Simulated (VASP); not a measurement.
# Ti: single point with PBE

Ti:

```
CELL_PARAMETERS angstrom
5.46976 0.00000 0.00000
-2.73488 8.20464 0.00000
-1.61115 1.05235 2.28736
ATOMIC_POSITIONS crystal
Ti 0.25000 0.44444 0.58333
Ti 0.25000 0.11111 0.58333
Ti 0.25000 0.77778 0.58333
Ti 0.75000 0.55556 0.41667
Ti 0.75000 0.22222 0.41667
Ti 0.75000 0.88889 0.41667
```

```json
{
  "Program": "VASP 6.6.1",
  "Task": "single point",
  "Functional": "PBE",
  "Potentials or basis": "VASP PAW PBE potentials, release 64 (Ti_sv)",
  "Cutoff": "520 eV",
  "k mesh": "7 × 5 × 15",
  "Occupations": "gaussian, width 0.1 eV",
  "Spin": "no spin polarisation",
  "Dipole correction": "no",
  "Further INCAR settings": "ALGO = Fast; EDIFF = 1e-06; NBANDS = 45"
}
```

```
Pressure               : 1.5 GPa
Largest force          : 0.128 eV/Å
Band gap on the k mesh : zero (bands 36 and 37 overlap by 0.92 eV)
```

Forces in eV/Å, atoms in the order of the input:
```
Ti   0.060  0.100 -0.053
Ti   0.060  0.100 -0.053
Ti   0.060  0.100 -0.053
Ti  -0.060 -0.100  0.053
Ti  -0.060 -0.100  0.053
Ti  -0.060 -0.100  0.053
```

Stress tensor (GPa, compression positive):
```
 1.15  2.08  0.52
 2.08  4.94 -0.39
 0.52 -0.39 -1.65
```

Levels at points of the mesh, in eV from the Fermi level:
```tsv
k point	band 33	band 34	band 35	band 36	band 37	band 38	band 39	band 40
(0.00, 0.00, 0.00)	-0.50	-0.50	0.50	0.50	0.52	0.78	0.78	0.89
```

Run time: 50 min on 1 thread of AMD EPYC 9R45 96-Core Processor (Zen 5) (shared host), peak memory 0.83 GiB.

Caveat: the stress differs along the axes, from -2 to 5 GPa.
